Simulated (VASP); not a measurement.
# SnTe (Fm-3m) in VASP: a series of runs, part 2 of 2

VASP 6.6.1.

## Step 4: Electric field gradients, PBE (volume scaled by 0.99)

File INCAR:

```
SYSTEM = SnTe
PREC = Accurate
ENCUT = 520
EDIFF = 1E-8
ISMEAR = -1
SIGMA = 0.08
LREAL = .False.
LASPH = .True.
NELM = 80
ALGO = Normal
ISIF = 2
LWAVE = .False.
LCHARG = .False.
GGA = PE
LEFG = .True.
NBANDS = 17
```

File KPOINTS:

```
regular mesh
0
Gamma
  11 11 11
  0 0 0
```

File POSCAR:

```
SnTe
1.0
    0.0000000000      3.1459430650      3.1459430650
    3.1459430650      0.0000000000      3.1459430650
    3.1459430650      3.1459430650      0.0000000000
Sn Te
1 1
Direct
    0.0000000000      0.0000000000      0.0000000000
    0.5000000000      0.5000000000      0.5000000000
```

Potentials or basis: VASP PAW PBE potentials, release 64 (Sn_d, Te).

Run with:

```bash
> cat potpaw_PBE.64/Sn_d/POTCAR potpaw_PBE.64/Te/POTCAR > POTCAR
> mpirun -np 1 vasp_std > vasp.out
```

OUTCAR:

```text
SYSTEM = SnTe
   PREC = Accurate
   ENCUT = 520
   EDIFF = 1E-8
   ISMEAR = -1
   LREAL = .False.
   LASPH = .True.
   NELM = 80
   ISIF = 2
   GGA = PE

 ion  position               nearest neighbor table
   1  0.000  0.000  0.000-   2 3.15   2 3.15   2 3.15   2 3.15   2 3.15   2 3.15
   2  0.500  0.500  0.500-   1 3.15   1 3.15   1 3.15   1 3.15   1 3.15   1 3.15

  LATTYP: Found a face centered cubic cell.
 ALAT       =     6.2918861300

  Lattice vectors:

 A1 = (   0.0000000000,   3.1459430650,   3.1459430650)
 A2 = (   3.1459430650,   0.0000000000,   3.1459430650)
 A3 = (   3.1459430650,   3.1459430650,   0.0000000000)

Analysis of symmetry for initial positions (statically):
=====================================================================
 Subroutine PRICEL returns:
 Original cell was already a primitive cell.

 Routine SETGRP: Setting up the symmetry group for a
 face centered cubic supercell.

 Subroutine GETGRP returns: Found 48 space group operations
 (whereof 48 operations were pure point group operations)
 out of a pool of 48 trial point group operations.

The static configuration has the point symmetry O_h .

Analysis of symmetry for dynamics (positions and initial velocities):
=====================================================================
 Subroutine PRICEL returns:
 Original cell was already a primitive cell.

 Routine SETGRP: Setting up the symmetry group for a
 face centered cubic supercell.

 Subroutine GETGRP returns: Found 48 space group operations
 (whereof 48 operations were pure point group operations)
 out of a pool of 48 trial point group operations.

The dynamic configuration has the point symmetry O_h .

 Subroutine INISYM returns: Found 48 space group operations
 (whereof 48 operations are pure point group operations),
 and found     1 'primitive' translations

----------------------------------------------------------------------------------------

                                     Primitive cell

  volume of cell :      62.2705

  direct lattice vectors                    reciprocal lattice vectors
     0.000000000  3.145943065  3.145943065    -0.158934853  0.158934853  0.158934853
     3.145943065  0.000000000  3.145943065     0.158934853 -0.158934853  0.158934853
     3.145943065  3.145943065  0.000000000     0.158934853  0.158934853 -0.158934853

  length of vectors
     4.449035349  4.449035349  4.449035349     0.275283241  0.275283241  0.275283241

  position of ions in fractional coordinates (direct lattice)
     0.000000000  0.000000000  0.000000000
     0.500000000  0.500000000  0.500000000

  ion indices of the primitive-cell ions
   primitive index   ion index
                 1           1
                 2           2

----------------------------------------------------------------------------------------

 KPOINTS: regular mesh

[... 67 lines left out ...]
   EDIFF  = 0.1E-07   stopping-criterion for ELM
   LREAL  =      F    real-space projection
   EDIFFG = 0.1E-06   stopping-criterion for IOM
   NSW    =      0    number of steps for IOM
   IBRION =     -1    ionic relax: 0-MD 1-quasi-New 2-CG
   NFREE  =      0    steps in history (QN), initial steepest desc. (CG)
   ISIF   =      2    stress and relaxation
   ISYM   =      2    0-nonsym 1-usesym 2-fastsym
   POTIM  = 0.5000    time-step for ionic-motion
   TEBEG  =    0.0;   TEEND  =   0.0 temperature during run
   PSTRESS=    0.0 pullay stress
   NELECT =      20.0000    total number of electrons
   NUPDOWN=      -1.0000    fix difference up-down
   EMIN   =  10.00;   EMAX   =-10.00  energy-range for DOS
   EFERMI =   0.00;   METHOD = LEGACY
   ISMEAR =    -1;   SIGMA  =   0.08  broadening in eV -4-tet -1-fermi 0-gaus
   EFERMI_NEDOS =   21; number of points for ismear=-14 and -15
   IALGO  =     38    algorithm
   IMIX   =      4    mixing-type and parameters
     AMIX     =   0.40;   BMIX     =  1.00
     AMIX_MAG =   1.60;   BMIX_MAG =  1.00
  volume/ion in A,a.u.               =      31.14       210.11
  Fermi-wavevector in a.u.,A,eV,Ry     =   1.121133  2.118635 17.101709  1.256940
  Thomas-Fermi vector in A             =   2.257785
   LORBIT       =      0    0 simple, 1 ext, 2 COOP (PROOUT), +10 PAW based schemes
   GGA     = PE    functional components
   LHFCALC =     F    Hartree Fock is set to
   AEXX    =    0.0000 exact exchange contribution
   IVDW    =     0    specifies the selected vdW correction
   LEPSILON=     F    determine dielectric tensor
   LRPA    =     F    only Hartree local field effects (RPA)
 non-spin polarized calculation
  energy-cutoff  :      520.00
  volume of cell :       62.27
 maximum number of plane-waves:      1696
 NGX is ok and might be reduce to    36
   NGX = 17   NGY = 17   NGZ = 17

 number of electron      19.9999998 magnetization

 Free energy of the ion-electron system (eV)
  ---------------------------------------------------
  ext. energy  EPLUGINS =         0.00000000
  ---------------------------------------------------
  free energy    TOTEN  =        -7.53926127 eV

  energy without entropy =       -7.53753598  energy(sigma->0) =       -7.53839862

 E-fermi :   7.0432     XC(G=0):  -9.5147

 val. band max:        6.8803199699   @ k =   0.4545   0.0000   0.0000
 cond. band min:       7.3076997389   @ k =   0.4545   0.0000   0.0000
 fundamental gap:      0.4273797691
 Fermi energy:         7.0432409149

 k-point     1 :       0.0000    0.0000    0.0000
  band No.  band energies     occupation
      1     -14.8865      2.00000
      2     -14.8865      2.00000
      3     -14.8805      2.00000
      4     -14.8805      2.00000
      5     -14.8805      2.00000
      6      -5.8218      2.00000
[... 457 lines left out ...]
      4     -14.8771      2.00000
      5     -14.8755      2.00000
      6      -5.1255      2.00000
[... 9 lines left out ...]
     16      14.8893      0.00000
     17      15.0310      0.00000

 [... further k-points ...]
[... 5 lines left out ...]
  --------------------------------------------------------------------------------------
  -------------------------------------------------------------------------------------
  Total        0.9753923      0.9753923      0.9753923      0.0000000      0.0000000      0.0000000
  in kB       25.0961635     25.0961635     25.0961635      0.0000000      0.0000000      0.0000000
  external PRESSURE =      25.0961635 kB  Pullay stress =       0.0000000 kB

 VOLUME and BASIS-vectors are now :
 -----------------------------------------------------------------------------
  energy-cutoff  :      520.00
  volume of cell :       62.27
      direct lattice vectors                 reciprocal lattice vectors
     0.000000000  3.145943065  3.145943065    -0.158934853  0.158934853  0.158934853
     3.145943065  0.000000000  3.145943065     0.158934853 -0.158934853  0.158934853
     3.145943065  3.145943065  0.000000000     0.158934853  0.158934853 -0.158934853

 POSITION                                       TOTAL-FORCE (eV/Angst)
 -----------------------------------------------------------------------------------
      0.00000      0.00000      0.00000         0.000000      0.000000      0.000000
      3.14594      3.14594      3.14594        -0.000000     -0.000000     -0.000000
 -----------------------------------------------------------------------------------
    total drift:                               -0.000000      0.000000      0.000000

  FREE ENERGIE OF THE ION-ELECTRON SYSTEM (eV)
  ---------------------------------------------------
  free  energy   TOTEN  =        -7.5392612680 eV

  energy  without entropy=       -7.5375359769  energy(sigma->0) =       -7.53839862

 Electric field gradients (V/A^2)
---------------------------------------------------------------------
 ion       V_xx      V_yy      V_zz      V_xy      V_xz      V_yz
---------------------------------------------------------------------
   1       0.000     0.000    -0.000    -0.002    -0.002    -0.002
   2       0.000    -0.000    -0.000     0.000     0.000     0.000
---------------------------------------------------------------------

 Electric field gradients after diagonalization (V/A^2)
 (convention: |V_zz| > |V_xx| > |V_yy|)
----------------------------------------------------------------------
 ion       V_xx      V_yy      V_zz     asymmetry (V_yy - V_xx)/ V_zz
----------------------------------------------------------------------
   1       0.002     0.002    -0.004       0.000
   2      -0.000    -0.000     0.000       0.000
----------------------------------------------------------------------

           NMR quadrupolar parameters

 Cq : quadrupolar parameter    Cq=e*Q*V_zz/h
 eta: asymmetry parameters     (V_yy - V_xx)/ V_zz
 Q  : nuclear electric quadrupole moment in mb (millibarn)
----------------------------------------------------------------------
 ion       Cq(MHz)       eta       Q (mb)
----------------------------------------------------------------------
   1      -0.000       0.000       1.000
   2       0.000       0.000       1.000
----------------------------------------------------------------------
```

Wall time 29 s (1 thread of Intel Xeon 6975P-C (Granite Rapids), shared host); peak memory 0.23 GiB.

Results:

* Free energy: -7.5393 eV
* Pressure: 2.5 GPa

Levels at points of the mesh, in eV from the Fermi level:
```tsv
k point	band 7	band 8	band 9	band 10	band 11	band 12	band 13	band 14
(0.00, 0.00, 0.00)	-4.68	-2.18	-2.18	-2.18	3.33	3.33	3.33	4.72
```

Caveat: the cell differs from its parent crystal (volume scaled by 0.99); this odd mesh misses L, where the gap lies, so gap, dielectric constants and Born charges aren't listed; without QUAD_EFG the Cq values of the log hold for a quadrupole moment of 1 mb, not for the nuclei; spin-orbit coupling is left out, which moves the levels of the heavy elements.

## Step 5: Electric field gradients, PBE

This run uses another cell than the first one, of 31.45 Å³/atom, 1.020 times its volume.

File INCAR:

```
SYSTEM = SnTe
ALGO = Normal
EDIFF = 1E-8
ENCUT = 520
GGA = PE
ISIF = 2
ISMEAR = -1
LASPH = .TRUE.
LCHARG = .FALSE.
LEFG = .TRUE.
LREAL = .FALSE.
LWAVE = .FALSE.
NBANDS = 17
NELM = 80
PREC = Accurate
SIGMA = 0.08
```

File KPOINTS:

```
k-points
0
G
  11 11 11
  0 0 0
```

File POSCAR:

```
SnTe
1.0
    0.0000000000      3.1565000000      3.1565000000
    3.1565000000      0.0000000000      3.1565000000
    3.1565000000      3.1565000000      0.0000000000
Sn Te
1 1
Direct
    0.0000000000      0.0000000000      0.0000000000
    0.5000000000      0.5000000000      0.5000000000
```

Potentials or basis: VASP PAW PBE potentials, release 64 (Sn_d, Te).

Run with:

```bash
> cat potpaw_PBE.64/Sn_d/POTCAR potpaw_PBE.64/Te/POTCAR > POTCAR
> mpirun -np 1 vasp_std > vasp.out
```

OUTCAR:

```text
SYSTEM = SnTe
   EDIFF = 1E-8
   ENCUT = 520
   GGA = PE
   ISIF = 2
   ISMEAR = -1
   LASPH = .TRUE.
   LREAL = .FALSE.
   NELM = 80
   PREC = Accurate

 ion  position               nearest neighbor table
   1  0.000  0.000  0.000-   2 3.16   2 3.16   2 3.16   2 3.16   2 3.16   2 3.16
   2  0.500  0.500  0.500-   1 3.16   1 3.16   1 3.16   1 3.16   1 3.16   1 3.16

  LATTYP: Found a face centered cubic cell.
 ALAT       =     6.3130000000

  Lattice vectors:

 A1 = (   0.0000000000,   3.1565000000,   3.1565000000)
[... 693 lines left out ...]
  ---------------------------------------------------
  free  energy   TOTEN  =        -7.5482455722 eV

  energy  without entropy=       -7.5466287230  energy(sigma->0) =       -7.54743715

 Electric field gradients (V/A^2)
---------------------------------------------------------------------
 ion       V_xx      V_yy      V_zz      V_xy      V_xz      V_yz
---------------------------------------------------------------------
   1      -0.000     0.000     0.000    -0.002    -0.002    -0.002
   2       0.000     0.000     0.000     0.000     0.000     0.000
---------------------------------------------------------------------

 Electric field gradients after diagonalization (V/A^2)
 (convention: |V_zz| > |V_xx| > |V_yy|)
----------------------------------------------------------------------
 ion       V_xx      V_yy      V_zz     asymmetry (V_yy - V_xx)/ V_zz
----------------------------------------------------------------------
   1       0.002     0.002    -0.004       0.000
   2      -0.000    -0.000     0.000       0.000
----------------------------------------------------------------------

           NMR quadrupolar parameters

 Cq : quadrupolar parameter    Cq=e*Q*V_zz/h
 eta: asymmetry parameters     (V_yy - V_xx)/ V_zz
 Q  : nuclear electric quadrupole moment in mb (millibarn)
----------------------------------------------------------------------
 ion       Cq(MHz)       eta       Q (mb)
----------------------------------------------------------------------
   1      -0.000       0.000       1.000
   2       0.000       0.000       1.000
----------------------------------------------------------------------
```

stdout:

```text
POSCAR found type information on POSCAR SnTe
 POSCAR found :  2 types and       2 ions
 scaLAPACK will be used
 LDA part: xc-table for (Slater+PW92), standard interpolation
 POSCAR, INCAR and KPOINTS ok, starting setup
 FFT: planning ... GRIDC
 FFT: planning ... GRID_SOFT
 FFT: planning ... GRID
 WAVECAR not read
 entering main loop
ion   1

ion   2
```

It took 32 s on 1 thread of Intel Xeon 6975P-C (Granite Rapids), shared host; peak memory 0.23 GiB.

Results:

```
Free energy : -7.5482 eV
Pressure    : 2.0 GPa
```

Caveat: this odd mesh misses L, where the gap lies, so gap, dielectric constants and Born charges aren't listed; without QUAD_EFG the Cq values of the log hold for a quadrupole moment of 1 mb, not for the nuclei; spin-orbit coupling is left out, which moves the levels of the heavy elements.

## Step 6: Overview

```tsv
cell	pressure (GPa)
a = 4.434 Å, angles 60.0°, 2 atoms	3.0
a = 4.449 Å, angles 60.0°, 2 atoms	2.5
a = 4.464 Å, angles 60.0°, 2 atoms	2.0
```

Alike in all rows: task electric field gradients; level PBE; potentials or basis VASP PAW PBE potentials, release 64 (Sn_d, Te); no spin polarisation; k mesh 11 × 11 × 11; cutoff (eV) 520; smearing fermi-dirac 0.08 eV.

Caveats: spin-orbit coupling is left out, which moves the levels of the heavy elements.

Total energies depend on the potentials used, so only differences within one code and one set of settings carry meaning.
